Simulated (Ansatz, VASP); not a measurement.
## Two plane-wave programs on SiC

File POSCAR:

```
SiC
1.0
    3.0751950076      0.0000000000      0.0000000000
   -1.5375975038      2.6631969982      0.0000000000
    0.0000000000      0.0000000000      5.0481668526
Si C
2 2
Direct
    0.3643557209      0.6893766306      0.0046028828
    0.6976890543      0.3560432972      0.5046028828
    0.2607945142      0.6135645656      0.3803971172
    0.5941278476      0.2802312322      0.8803971172
```

INCAR.step1

```
SYSTEM = SiC
PREC     = Accurate       ! precision mode
ENCUT    = 520            ! plane-wave cutoff, eV
ISMEAR   = 0              ! smearing method
SIGMA    = 0.05           ! smearing width, eV
LREAL    = .FALSE.        ! projectors in reciprocal space
LASPH    = .TRUE.         ! aspherical terms in the spheres
NELM     = 80             ! most SCF steps
NBANDS   = 16             ! bands
GGA      = PE             ! functional
ALGO     = Normal         ! electronic algorithm
EDIFF    = 1E-4           ! SCF threshold, eV
LWAVE    = .TRUE.         ! write WAVECAR
LCHARG   = .FALSE.        ! write CHGCAR
```

INCAR.step2

```
SYSTEM = SiC
PREC     = Accurate       ! precision mode
ENCUT    = 520            ! plane-wave cutoff, eV
EDIFF    = 1E-7           ! SCF threshold, eV
ISMEAR   = 0              ! smearing method
SIGMA    = 0.05           ! smearing width, eV
LREAL    = .FALSE.        ! projectors in reciprocal space
LASPH    = .TRUE.         ! aspherical terms in the spheres
NELM     = 80             ! most SCF steps
ALGO     = Normal         ! electronic algorithm
ISIF     = 2              ! what is computed and relaxed
LWAVE    = .FALSE.        ! write WAVECAR
LCHARG   = .FALSE.        ! write CHGCAR
METAGGA  = R2SCAN         ! meta-GGA
LMIXTAU  = .TRUE.       
NBANDS   = 16             ! bands
ISTART   = 1
```

Contents of KPOINTS:

```
Automatic mesh
0
G
  12 12 6
  0 0 0
```

Input for Ansatz:

```yaml
crystal:
  lattice:
    - [3.0751950076, 0.0, 0.0]
    - [-1.5375975038, 2.6631969982, 0.0]
    - [0.0, 0.0, 5.0481668526]
  atoms:
    - { symbol: Si, position: [0.3643557209, 0.6893766306, 0.0046028828] }
    - { symbol: Si, position: [0.6976890543, 0.3560432972, 0.5046028828] }
    - { symbol: C, position: [0.2607945142, 0.6135645656, 0.3803971172] }
    - { symbol: C, position: [0.5941278476, 0.2802312322, 0.8803971172] }
basis:
  ecutwfc: 500
kpoints:
  mp_grid: { grid: [12, 12, 6] }
hamiltonian:
  xc: r2scan
scf:
  occupations: { method: gaussian, width: 0.05 }
output:
  forces: true
  stress: true
  eigenvalues: true
  write_density: true
  write_potential: true
  elf: true
  volumetric_format: npy
```

Change from the starting cell: mode 10 (802.5 1/cm) frozen in, largest displacement -0.200 Å.

Alike in both runs: task single point; functional r2SCAN; k mesh 12 × 12 × 6; occupations gaussian, width 0.05 eV; no spin polarisation.

|  | VASP | Ansatz |
| --- | --- | --- |
| version | VASP 6.6.1 | Ansatz 0.2.0 |
| potentials or method | VASP PAW PBE potentials, release 64 (Si, C), cutoff 520 eV | scalar-relativistic, plane waves, PAW |
| valence electrons in the cell | 16 | 16 |

Ansatz gave:

```
gap on the k mesh at the Fermi level (eV)                     : 1.64
least direct gap on the mesh (eV)                             : 3.59
pressure (GPa)                                                : 10.8
traceless stress, the component that is largest in VASP (GPa) : -10.31
rms of the force components (eV/Å)                            : 3.905
```

Q: Which values does VASP return?

A: gap on the k mesh at the Fermi level (eV): 1.64; least direct gap on the mesh (eV): 3.60; pressure (GPa): 10.4; traceless stress, the component that is largest in VASP (GPa): -10.21; rms of the force components (eV/Å): 3.890.

VASP's potentials were made for PBE, not for r2SCAN. Atom by atom the forces differ by 0.016 eV/Å (rms over components). With one functional, cell and mesh, what is left measures potentials, basis and numerics.
